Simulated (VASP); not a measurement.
Wanted: the native input for a VASP 6.6.1 run.

* Task: single point
* Functional: r2SCAN
* Potentials or basis: VASP PAW PBE potentials, release 64 (Cs_sv, H)
* Cutoff: 520 eV
* k mesh: 6 × 6 × 6
* Occupations: gaussian, width 0.01 eV
* Spin: no spin polarisation
* Dipole correction: no
* Further INCAR settings: ALGO = Normal; EDIFF = 1e-06; NBANDS = 12

CsH:

```xyz
2
Lattice="0.0000 3.1880 3.1880 3.1880 0.0000 3.1880 3.1880 3.1880 0.0000" Properties=species:S:1:pos:R:3 pbc="T T T"
Cs    0.0000    0.0000    0.0000
H     3.1880    3.1880    3.1880
```

One way to write it, as run:

POSCAR

```
CsH
1.0
    0.0000000000      3.1880000000      3.1880000000
    3.1880000000      0.0000000000      3.1880000000
    3.1880000000      3.1880000000      0.0000000000
Cs H
1 1
Direct
    0.0000000000      0.0000000000      0.0000000000
    0.5000000000      0.5000000000      0.5000000000
```

INCAR.step1

```
PREC = Accurate ; ENCUT = 520
ISMEAR = 0 ; SIGMA = 0.01
LREAL = F ; LASPH = T
NELM = 60 ; NBANDS = 12
GGA = PE ; ALGO = Normal
EDIFF = 1E-4 ; LWAVE = T
LCHARG = F
```

INCAR.step2

```
PREC = Accurate ; ENCUT = 520
EDIFF = 1E-6 ; ISMEAR = 0
SIGMA = 0.01 ; LREAL = F
LASPH = T ; NELM = 60
ALGO = Normal ; ISIF = 2
LWAVE = F ; LCHARG = T
METAGGA = R2SCAN ; LMIXTAU = T
LELF = T ; LVHAR = T
NBANDS = 12 ; ISTART = 1
```

KPOINTS

```
Automatic mesh
0
Gamma
  6 6 6
```

Potentials or basis: VASP PAW PBE potentials, release 64 (Cs_sv, H).

The run is started by

```console
$ cat potpaw_PBE.64/Cs_sv/POTCAR potpaw_PBE.64/H/POTCAR > POTCAR
$ cp INCAR.step1 INCAR
$ mpirun -np 1 vasp_std > vasp.out
$ cp INCAR.step2 INCAR
$ mpirun -np 1 vasp_std > vasp.out
```

Results of the run:

```yaml
Pressure: 0.0 GPa
Band_gap_on_the_k_mesh: 2.66 eV, direct
```

Caveat: the PAW data sets were made with another functional, which shifts forces and pressure a little; spin-orbit coupling is left out, which moves the levels of the heavy elements.

Run time: 110 s on 1 thread of Intel(R) Xeon(R) Platinum 8259CL CPU @ 2.50GHz (Skylake/Cascade Lake), with other jobs on the host, peak memory 0.21 GiB.
